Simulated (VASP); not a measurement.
Here is a VASP 6.6.1 calculation.

File INCAR:

```
SYSTEM = Os
PREC = Accurate
ENCUT = 520
EDIFF = 1E-6
ISMEAR = -1
SIGMA = 0.05
LREAL = .FALSE.
LASPH = .TRUE.
NELM = 60
ALGO = Normal
ISIF = 2
LWAVE = .FALSE.
LCHARG = .FALSE.
GGA = CA
NBANDS = 15
```

File KPOINTS:

```
Automatic mesh
0
G
  11 11 6
  0 0 0
```

The input POSCAR:

```
Os
1.0
    2.7700791260      0.0000000000      0.0000000000
   -1.3850395630      2.3989588936      0.0000000000
    0.0000000000      0.0000000000      4.3765446767
Os
2
Direct
    0.6666666667      0.3333333333      0.7500000000
    0.3333333333      0.6666666667      0.2500000000
```

Potentials or basis: VASP PAW LDA potentials, release 64 (Os).

Run with:

```bash
$ cat potpaw_LDA.64/Os/POTCAR > POTCAR
$ mpirun -np 1 vasp_std > vasp.out
```

(1) Estimate the band gap on the k mesh.

(2) Estimate the pressure.

## Answers

(1) zero (band 8 reaches 10.74 eV, above the bottom of band 9 at 7.09 eV).

(2) -22.7 GPa.

Caveat: spin-orbit coupling is left out, which moves the levels of the heavy elements.
